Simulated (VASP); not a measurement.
# Ga27SbAs26 (a cell with a defect) in VASP: electric field gradients with PBE

Aim: the electric field gradients of Ga27SbAs26 (a cell with a defect) with PBE.

All numbers are computed with VASP 6.6.1; they aren't measurements. Logs are shortened: lines on timing, memory, paths and dates and some standing lists are left out, and cuts for length are marked.

### Step 1. The cell of the first run

The cell holds a defect, 54 atoms: a = 11.993 Å, b = 11.993 Å, c = 11.993 Å, α = 60.00°, β = 60.00°, γ = 60.00°.

### Step 2. Electric field gradients, PBE

File INCAR:

```
SYSTEM = Ga27SbAs26
ALGO     = Normal         ! electronic algorithm
EDIFF    = 1E-8           ! SCF threshold, eV
ENCUT    = 520            ! plane-wave cutoff, eV
GGA      = PE             ! functional
ISIF     = 2              ! what is computed and relaxed
ISMEAR   = -1             ! smearing method
LASPH    = .True.         ! aspherical terms in the spheres
LCHARG   = .False.        ! write CHGCAR
LEFG     = .True.       
LREAL    = Auto         
LUSENCCL = .False.      
LWAVE    = .False.        ! write WAVECAR
NBANDS   = 276            ! bands
NELM     = 60             ! most SCF steps
PREC     = Accurate       ! precision mode
SIGMA    = 0.01           ! smearing width, eV
```

File KPOINTS:

```
k-points
0
Gamma
  2 2 2
  0 0 0
```

File POSCAR:

```
Ga27SbAs26
1.0
    0.0000000000      8.4805500000      8.4805500000
    8.4805500000      0.0000000000      8.4805500000
    8.4805500000      8.4805500000      0.0000000000
Ga Sb As
27 1 26
Direct
    0.0000000000      0.0000000000      0.0000000000
    0.0000000000      0.0000000000      0.3333333333
    0.0000000000      0.0000000000      0.6666666667
    0.0000000000      0.3333333333      0.0000000000
    0.0000000000      0.3333333333      0.3333333333
    0.0000000000      0.3333333333      0.6666666667
    0.0000000000      0.6666666667      0.0000000000
    0.0000000000      0.6666666667      0.3333333333
    0.0000000000      0.6666666667      0.6666666667
    0.3333333333      0.0000000000      0.0000000000
    0.3333333333      0.0000000000      0.3333333333
    0.3333333333      0.0000000000      0.6666666667
    0.3333333333      0.3333333333      0.0000000000
    0.3333333333      0.3333333333      0.3333333333
    0.3333333333      0.3333333333      0.6666666667
    0.3333333333      0.6666666667      0.0000000000
    0.3333333333      0.6666666667      0.3333333333
    0.3333333333      0.6666666667      0.6666666667
    0.6666666667      0.0000000000      0.0000000000
    0.6666666667      0.0000000000      0.3333333333
    0.6666666667      0.0000000000      0.6666666667
    0.6666666667      0.3333333333      0.0000000000
    0.6666666667      0.3333333333      0.3333333333
    0.6666666667      0.3333333333      0.6666666667
    0.6666666667      0.6666666667      0.0000000000
    0.6666666667      0.6666666667      0.3333333333
    0.6666666667      0.6666666667      0.6666666667
    0.0833333333      0.0833333333      0.0833333333
    0.0833333333      0.0833333333      0.4166666667
    0.0833333333      0.0833333333      0.7500000000
    0.0833333333      0.4166666667      0.0833333333
    0.0833333333      0.4166666667      0.4166666667
    0.0833333333      0.4166666667      0.7500000000
    0.0833333333      0.7500000000      0.0833333333
    0.0833333333      0.7500000000      0.4166666667
    0.0833333333      0.7500000000      0.7500000000
    0.4166666667      0.0833333333      0.0833333333
    0.4166666667      0.0833333333      0.4166666667
    0.4166666667      0.0833333333      0.7500000000
    0.4166666667      0.4166666667      0.0833333333
    0.4166666667      0.4166666667      0.4166666667
    0.4166666667      0.4166666667      0.7500000000
    0.4166666667      0.7500000000      0.0833333333
    0.4166666667      0.7500000000      0.4166666667
    0.4166666667      0.7500000000      0.7500000000
    0.7500000000      0.0833333333      0.0833333333
    0.7500000000      0.0833333333      0.4166666667
    0.7500000000      0.0833333333      0.7500000000
    0.7500000000      0.4166666667      0.0833333333
    0.7500000000      0.4166666667      0.4166666667
    0.7500000000      0.4166666667      0.7500000000
    0.7500000000      0.7500000000      0.0833333333
    0.7500000000      0.7500000000      0.4166666667
    0.7500000000      0.7500000000      0.7500000000
```

Potentials or basis: VASP PAW PBE potentials, release 64 (Ga_d, Sb, As).

Run with:

```sh
cat potpaw_PBE.64/Ga_d/POTCAR potpaw_PBE.64/Sb/POTCAR potpaw_PBE.64/As/POTCAR > POTCAR
mpirun -np 1 vasp_std > vasp.out
```

OUTCAR:

```text
SYSTEM = Ga27SbAs26
   EDIFF = 1E-8
   ENCUT = 520
   GGA = PE
   ISIF = 2
   ISMEAR = -1
   LASPH = .True.
   LREAL = Auto
   NELM = 60
   PREC = Accurate

 ion  position               nearest neighbor table
   1  0.000  0.000  0.000-  28 2.45  30 2.45  34 2.45  46 2.45
   2  0.000  0.000  0.333-  28 2.45  29 2.45  35 2.45  47 2.45
   3  0.000  0.000  0.667-  30 2.45  29 2.45  36 2.45  48 2.45
   4  0.000  0.333  0.000-  28 2.45  31 2.45  33 2.45  49 2.45
   5  0.000  0.333  0.333-  29 2.45  31 2.45  50 2.45  32 2.45
   6  0.000  0.333  0.667-  30 2.45  32 2.45  33 2.45  51 2.45
[... 46 lines left out ...]
  53  0.750  0.750  0.417-   8 2.45  20 2.45  26 2.45  27 2.45
  54  0.750  0.750  0.750-  27 2.45  21 2.45  25 2.45   9 2.45

  LATTYP: Found a face centered cubic cell.
 ALAT       =    16.9611000000

  Lattice vectors:

 A1 = (   0.0000000000,   8.4805500000,   8.4805500000)
 A2 = (   8.4805500000,   0.0000000000,   8.4805500000)
 A3 = (   8.4805500000,   8.4805500000,   0.0000000000)

Analysis of symmetry for initial positions (statically):
=====================================================================
 Subroutine PRICEL returns:
 Original cell was already a primitive cell.

 Routine SETGRP: Setting up the symmetry group for a
 face centered cubic supercell.

 Subroutine GETGRP returns: Found 24 space group operations
 (whereof  6 operations were pure point group operations)
 out of a pool of 48 trial point group operations.

The static configuration has the point symmetry C_3v.
 The point group associated with its full space group is T_d .

Analysis of symmetry for dynamics (positions and initial velocities):
=====================================================================
 Subroutine PRICEL returns:
 Original cell was already a primitive cell.

 Routine SETGRP: Setting up the symmetry group for a
 face centered cubic supercell.

 Subroutine GETGRP returns: Found 24 space group operations
 (whereof  6 operations were pure point group operations)
 out of a pool of 48 trial point group operations.

The dynamic configuration has the point symmetry C_3v.
 The point group associated with its full space group is T_d .

 Subroutine INISYM returns: Found 24 space group operations
 (whereof  6 operations are pure point group operations),
 and found     1 'primitive' translations

----------------------------------------------------------------------------------------

                                     Primitive cell

  volume of cell :    1219.8377

  direct lattice vectors                    reciprocal lattice vectors
     0.000000000  8.480550000  8.480550000    -0.058958440  0.058958440  0.058958440
     8.480550000  0.000000000  8.480550000     0.058958440 -0.058958440  0.058958440
     8.480550000  8.480550000  0.000000000     0.058958440  0.058958440 -0.058958440

  length of vectors
    11.993308826 11.993308826 11.993308826     0.102119014  0.102119014  0.102119014

  position of ions in fractional coordinates (direct lattice)
     0.000000000  0.000000000  0.000000000
     0.000000000  0.000000000  0.333333333
     0.000000000  0.000000000  0.666666667
     0.000000000  0.333333333  0.000000000
     0.000000000  0.333333333  0.333333333
     0.000000000  0.333333333  0.666666667
[... 46 lines left out ...]
     0.750000000  0.750000000  0.416666667
     0.750000000  0.750000000  0.750000000

  ion indices of the primitive-cell ions
   primitive index   ion index
                 1           1
                 2           2
                 3           3
                 4           4
[... 112 lines left out ...]
   NUPDOWN=      -1.0000    fix difference up-down
   EMIN   =  10.00;   EMAX   =-10.00  energy-range for DOS
   EFERMI =   0.00;   METHOD = LEGACY
   ISMEAR =    -1;   SIGMA  =   0.01  broadening in eV -4-tet -1-fermi 0-gaus
   EFERMI_NEDOS =   21; number of points for ismear=-14 and -15
   IALGO  =     38    algorithm
   IMIX   =      4    mixing-type and parameters
     AMIX     =   0.40;   BMIX     =  1.00
     AMIX_MAG =   1.60;   BMIX_MAG =  1.00
  volume/ion in A,a.u.               =      22.59       152.44
  Fermi-wavevector in a.u.,A,eV,Ry     =   1.204628  2.276417 19.743799  1.451128
  Thomas-Fermi vector in A             =   2.340347
   LORBIT       =      0    0 simple, 1 ext, 2 COOP (PROOUT), +10 PAW based schemes
   GGA     = PE    functional components
   LHFCALC =     F    Hartree Fock is set to
   AEXX    =    0.0000 exact exchange contribution
   IVDW    =     0    specifies the selected vdW correction
   LEPSILON=     F    determine dielectric tensor
   LRPA    =     F    only Hartree local field effects (RPA)
 non-spin polarized calculation
  energy-cutoff  :      520.00
  volume of cell :     1219.84
 maximum number of plane-waves:     32916
 NGX is ok and might be reduce to    90
   NGX = 45   NGY = 45   NGZ = 45

 number of electron     485.9999862 magnetization

 Free energy of the ion-electron system (eV)
  ---------------------------------------------------
  ext. energy  EPLUGINS =         0.00000000
  ---------------------------------------------------
  free energy    TOTEN  =      -220.39681676 eV

  energy without entropy =     -220.39681676  energy(sigma->0) =     -220.39681676

 E-fermi :   4.3476     XC(G=0):  -9.6052

 val. band max:        4.0781204619   @ k =   0.0000   0.0000   0.0000
 cond. band min:       4.6227956753   @ k =   0.0000   0.0000   0.0000
 fundamental gap:      0.5446752135
 Fermi energy:         4.3476491039

 k-point     1 :       0.0000    0.0000    0.0000
  band No.  band energies     occupation
      1     -10.9620      2.00000
      2     -10.8874      2.00000
      3     -10.8874      2.00000
      4     -10.8833      2.00000
      5     -10.8833      2.00000
      6     -10.8833      2.00000
[... 763 lines left out ...]
    254       6.5518      0.00000
    255       6.5600      0.00000
 [bands above 255 left out]

------------------------ aborting loop because EDIFF is reached ----------------------------------------

  FORCE on cell =-STRESS in cart. coord.  units (eV):
  Direction    XX          YY          ZZ          XY          YZ          ZX
  --------------------------------------------------------------------------------------
  -------------------------------------------------------------------------------------
  Total       32.3910543     32.3910543     32.3910543     -0.0000000      0.0000000     -0.0000000
  in kB       42.5435390     42.5435390     42.5435390     -0.0000000      0.0000000     -0.0000000
  external PRESSURE =      42.5435390 kB  Pullay stress =       0.0000000 kB

 VOLUME and BASIS-vectors are now :
 -----------------------------------------------------------------------------
  energy-cutoff  :      520.00
  volume of cell :     1219.84
      direct lattice vectors                 reciprocal lattice vectors
     0.000000000  8.480550000  8.480550000    -0.058958440  0.058958440  0.058958440
     8.480550000  0.000000000  8.480550000     0.058958440 -0.058958440  0.058958440
     8.480550000  8.480550000  0.000000000     0.058958440  0.058958440 -0.058958440

 POSITION                                       TOTAL-FORCE (eV/Angst)
 -----------------------------------------------------------------------------------
      0.00000      0.00000      0.00000        -0.894957     -0.894957     -0.894957
      2.82685      2.82685      0.00000         0.894957      0.894957     -0.894957
      5.65370      5.65370      0.00000        -0.000000      0.000000      0.027839
      2.82685      0.00000      2.82685         0.894957     -0.894957      0.894957
      5.65370      2.82685      2.82685        -0.002501     -0.002753     -0.002753
      8.48055      5.65370      2.82685         0.002753      0.002501     -0.002753
[... 46 lines left out ...]
      9.89398      9.89398     12.72082        -0.000000      0.000000     -0.001487
     12.72082     12.72082     12.72082        -0.000854     -0.000854     -0.000854
 -----------------------------------------------------------------------------------
    total drift:                                0.000033      0.000033      0.000036

  FREE ENERGIE OF THE ION-ELECTRON SYSTEM (eV)
  ---------------------------------------------------
  free  energy   TOTEN  =      -220.3968167564 eV

  energy  without entropy=     -220.3968167564  energy(sigma->0) =     -220.39681676

 Electric field gradients (V/A^2)
---------------------------------------------------------------------
 ion       V_xx      V_yy      V_zz      V_xy      V_xz      V_yz
---------------------------------------------------------------------
   1       0.000    -0.000     0.000   -14.685   -14.685   -14.685
   2       0.000     0.000    -0.000   -14.685    14.679    14.679
   3       0.050     0.050    -0.099    -0.417    -0.003    -0.003
   4       0.000    -0.000     0.000    14.679   -14.685    14.679
   5      -0.144     0.072     0.072     0.024     0.024    -0.028
   6       0.072    -0.144     0.072     0.024     0.022    -0.030
[... 46 lines left out ...]
  53      -0.001    -0.001     0.002    -0.284     0.000     0.000
  54       0.000     0.000     0.000     0.091     0.091     0.091
---------------------------------------------------------------------

 Electric field gradients after diagonalization (V/A^2)
 (convention: |V_zz| > |V_xx| > |V_yy|)
----------------------------------------------------------------------
 ion       V_xx      V_yy      V_zz     asymmetry (V_yy - V_xx)/ V_zz
----------------------------------------------------------------------
   1      14.685    14.685   -29.369       0.000
   2      14.685    14.676   -29.361       0.000
   3      -0.367    -0.099     0.466       0.575
   4      14.685    14.676   -29.361       0.000
   5       0.100     0.050    -0.150       0.333
   6       0.094     0.057    -0.151       0.240
[... 46 lines left out ...]
  53       0.283     0.002    -0.286       0.984
  54      -0.091    -0.091     0.183       0.000
----------------------------------------------------------------------

           NMR quadrupolar parameters

 Cq : quadrupolar parameter    Cq=e*Q*V_zz/h
 eta: asymmetry parameters     (V_yy - V_xx)/ V_zz
 Q  : nuclear electric quadrupole moment in mb (millibarn)
----------------------------------------------------------------------
 ion       Cq(MHz)       eta       Q (mb)
----------------------------------------------------------------------
   1      -0.071       0.000       1.000
   2      -0.071       0.000       1.000
   3       0.001       0.575       1.000
   4      -0.071       0.000       1.000
   5      -0.000       0.333       1.000
   6      -0.000       0.240       1.000
[... 46 lines left out ...]
  53      -0.001       0.984       1.000
  54       0.000       0.000       1.000
----------------------------------------------------------------------
```

It took 6.1 min on 1 × NVIDIA H100 80GB with 1 thread of AMD EPYC 7R13 (Zen 3), shared host; peak memory 2.3 GiB.

Results:

```yaml
Free_energy: -220.3968 eV
Pressure: 4.3 GPa
Largest_force: 1.550 eV/Å
Band_gap_on_the_k_mesh: 0.54 eV
Largest_electric_field_gradient_by_atom: Ga -29.4, +0.5, -0.1, -0.2, -0.0 (each value once); Sb -0.0; As -4.0, -0.3, +0.2 (each value once) V/Å²
```

Forces in eV/Å, atoms in the order of the input:
```
Ga  -0.895 -0.895 -0.895
Ga   0.895  0.895 -0.895
Ga   0.000  0.000  0.028
Ga   0.895 -0.895  0.895
Ga  -0.003 -0.003 -0.003
Ga   0.003  0.003 -0.003
Ga   0.000  0.028  0.000
Ga   0.003 -0.003  0.003
Ga  -0.028  0.000  0.000
Ga  -0.895  0.895  0.895
Ga  -0.003 -0.003 -0.003
Ga   0.003  0.003 -0.003
Ga  -0.003 -0.003 -0.003
Ga   0.000  0.000  0.000
Ga   0.003  0.003 -0.003
Ga   0.003 -0.003  0.003
Ga   0.003 -0.003  0.003
Ga   0.003 -0.003 -0.003
Ga   0.028  0.000  0.000
Ga  -0.003  0.003  0.003
Ga   0.000 -0.028  0.000
Ga  -0.003  0.003  0.003
Ga  -0.003  0.003  0.003
Ga  -0.003  0.003 -0.003
Ga   0.000  0.000 -0.028
Ga  -0.003 -0.003  0.003
Ga   0.003  0.003  0.003
Sb   0.000  0.000  0.000
As   0.036  0.036 -0.043
As  -0.036 -0.036 -0.043
As   0.036 -0.043  0.036
As  -0.002  0.002  0.002
As   0.043 -0.036  0.036
As  -0.036 -0.043 -0.036
As   0.043  0.036 -0.036
As  -0.001  0.001  0.001
As  -0.043  0.036  0.036
As   0.002 -0.002  0.002
As  -0.036  0.043  0.036
As   0.002  0.002 -0.002
As  -0.002 -0.002 -0.002
As   0.000  0.000  0.001
As  -0.036  0.036  0.043
As   0.000  0.001  0.000
As  -0.001  0.000  0.000
As  -0.043 -0.036 -0.036
As   0.036  0.043 -0.036
As   0.001 -0.001  0.001
As   0.036 -0.036  0.043
As   0.001  0.000  0.000
As   0.000 -0.001  0.000
As   0.001  0.001 -0.001
As   0.000  0.000 -0.001
As  -0.001 -0.001 -0.001
```

Electric field gradients, principal values (V/Å²):
```
 atom   least  middle  greatest (by size)
 1 Ga  14.685  14.685             -29.369
 2 Ga  14.676  14.685             -29.361
 3 Ga  -0.099  -0.367               0.466
 4 Ga  14.676  14.685             -29.361
 5 Ga   0.050   0.100              -0.150
 6 Ga   0.057   0.094              -0.151
 7 Ga  -0.099  -0.367               0.466
 8 Ga   0.057   0.094              -0.151
 9 Ga  -0.099  -0.361               0.460
10 Ga  14.676  14.685             -29.361
11 Ga   0.050   0.100              -0.150
12 Ga   0.057   0.094              -0.151
13 Ga   0.050   0.100              -0.150
14 Ga   0.003   0.003              -0.006
15 Ga   0.053   0.100              -0.153
16 Ga   0.057   0.094              -0.151
17 Ga   0.053   0.100              -0.153
18 Ga   0.074   0.082              -0.155
19 Ga  -0.099  -0.367               0.466
20 Ga   0.057   0.094              -0.151
21 Ga  -0.099  -0.361               0.460
22 Ga   0.057   0.094              -0.151
23 Ga   0.053   0.100              -0.153
24 Ga   0.074   0.082              -0.155
25 Ga  -0.099  -0.361               0.460
26 Ga   0.074   0.082              -0.155
27 Ga   0.082   0.082              -0.163
28 Sb   0.000   0.000               0.000
29 As   1.812   2.205              -4.017
30 As   1.812   2.205              -4.017
31 As   1.812   2.205              -4.017
32 As   0.132   0.133              -0.264
33 As   1.813   2.205              -4.017
34 As   1.812   2.205              -4.017
35 As   1.813   2.205              -4.017
36 As  -0.091  -0.091               0.182
37 As   1.812   2.205              -4.017
38 As   0.132   0.133              -0.264
39 As   1.813   2.205              -4.017
40 As   0.132   0.133              -0.264
41 As   0.132   0.132              -0.264
42 As   0.002   0.284              -0.286
43 As   1.813   2.205              -4.017
44 As   0.002   0.284              -0.286
45 As   0.002   0.283              -0.286
46 As   1.812   2.205              -4.017
47 As   1.813   2.205              -4.017
48 As  -0.091  -0.091               0.182
49 As   1.813   2.205              -4.017
50 As   0.002   0.284              -0.286
51 As   0.002   0.283              -0.286
52 As  -0.091  -0.091               0.182
53 As   0.002   0.283              -0.286
54 As  -0.091  -0.091               0.183
```

Caveat: semilocal functionals underestimate gaps, and a narrow one can read as zero; without QUAD_EFG the Cq values of the log hold for a quadrupole moment of 1 mb, not for the nuclei; spin-orbit coupling is left out, which moves the levels of the heavy elements.
